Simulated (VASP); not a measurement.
Write the native input for VASP 6.6.1 that does the following.

```yaml
Task: single point
Functional: PBE
Potentials_or_basis: VASP PAW PBE potentials, release 64 (B)
Cutoff: 520 eV
k_mesh: 6 × 6 × 6
Occupations: gaussian, width 0.1 eV
Spin: no spin polarisation
Dipole_correction: no
Further_INCAR_settings: ALGO = Normal; EDIFF = 1e-06; NBANDS = 18
```

The structure of B lies in POSCAR:

```
B
1.0
    1.9840634700      1.1454995800      3.2295335300
   -1.9840634700      1.1454995800      3.2295335300
    0.0000000000     -2.2909991600      3.2295335300
B
6
Direct
    0.5000000000      0.5000000000      0.0000000000
    0.0000000000      0.5000000000      0.5000000000
    0.5000000000      0.0000000000      0.5000000000
    0.1711832100      0.1711832100      0.1711832100
    0.8288167900      0.8288167900      0.8288167900
    0.0000000000      0.0000000000      0.0000000000
```

The cell was built from a structure type or drawn by symmetry, and may not be a known phase.

The input as run:

INCAR

```
PREC = Accurate
ENCUT = 520
EDIFF = 1E-6
ISMEAR = 0
SIGMA = 0.1
LREAL = F
LASPH = T
NELM = 80
ALGO = Normal
ISIF = 2
LWAVE = F
LCHARG = F
GGA = PE
NBANDS = 18
```

KPOINTS

```
regular mesh
0
Gamma
  6 6 6
```

Potentials or basis: VASP PAW PBE potentials, release 64 (B).

Command:

```console
$ cat potpaw_PBE.64/B/POTCAR > POTCAR
$ mpirun -np 1 vasp_std > vasp.out
```

Results of the run:

```yaml
Pressure: -4.8 GPa
Largest_force: 1.485 eV/Å
Band_gap_on_the_k_mesh: zero (bands 9 and 10 overlap by 2.89 eV)
```

Caveat: the cell stands under tension; forces of over 1 eV/Å act on the atoms, so gaps and moduli don't describe the material at rest.

It took 34 s on 1 thread of Intel Xeon 8259CL, with other jobs on the host, peak memory 0.17 GiB.
